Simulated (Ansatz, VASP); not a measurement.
# One calculation of TaH, two programs

File INCAR:

```
SYSTEM = TaH
PREC = Accurate ; ENCUT = 500
EDIFF = 1E-7 ; ISMEAR = 0
SIGMA = 0.2 ; LREAL = .FALSE.
LASPH = .TRUE. ; NELM = 120
ALGO = Normal ; ISIF = 3
LWAVE = .FALSE. ; LCHARG = .FALSE.
GGA = PE ; IBRION = 2
NSW = 36 ; EDIFFG = -0.08
GGA_COMPAT = .FALSE. ; NELMIN = 4
```

KPOINTS

```
regular mesh
0
G
  7 7 7
  0 0 0
```

Contents of POSCAR:

```
TaH
1.0
    0.0000000000      2.2791382700      2.2791382700
    2.2791382700      0.0000000000      2.2791382700
    2.2791382700      2.2791382700      0.0000000000
Ta H
1 1
Direct
    0.7500000000      0.7500000000      0.7500000000
    0.5000000000      0.5000000000      0.5000000000
```

Input for Ansatz:

```yaml
crystal:
  lattice:
    - [0.0, 2.27913827, 2.27913827]
    - [2.27913827, 0.0, 2.27913827]
    - [2.27913827, 2.27913827, 0.0]
  atoms:
    - { symbol: Ta, position: [0.75, 0.75, 0.75] }
    - { symbol: H, position: [0.5, 0.5, 0.5] }
basis:
  ecutwfc: 420
kpoints:
  mp_grid: { grid: [7, 7, 7] }
hamiltonian:
  xc: pbe
scf:
  occupations: { method: gaussian, width: 0.2 }
  lower_state_search: "off"
output:
  forces: true
  stress: true
  eigenvalues: true
relax:
  adjacent_minimum: "off"
  f_tol: 0.08
  max_steps: 16
  cell: { stress_tol: 0.8 }
```

Alike in both runs: task relaxation of cell and atoms; functional PBE; k mesh 7 × 7 × 7; occupations gaussian, width 0.2 eV; no spin polarisation.

|  | VASP | Ansatz |
| --- | --- | --- |
| version | VASP 6.6.1 | Ansatz 0.2.0 |
| potentials or method | VASP PAW PBE potentials, release 64 (Ta_pv, H), cutoff 500 eV | scalar-relativistic, plane waves, PAW |
| valence electrons in the cell | 12 | 14 |

|  | VASP | Ansatz | Ansatz less VASP |
| --- | --- | --- | --- |
| gap on the k mesh at the Fermi level, each at its own relaxed structure (eV) | none | none | - |
| relaxed volume (Å³/atom) | 10.80 | 10.80 | -0.006 |
| relaxed cell length with the largest relative difference (Å) | 3.126 | 3.126 | -0.0006 |

A gap of «none» marks a metal or a gap that the smearing closes. VASP's potentials hold 12 valence electrons a cell and Ansatz's 14, so a difference there can come from the potentials and not from the codes.

Neither program's run includes spin-orbit coupling.
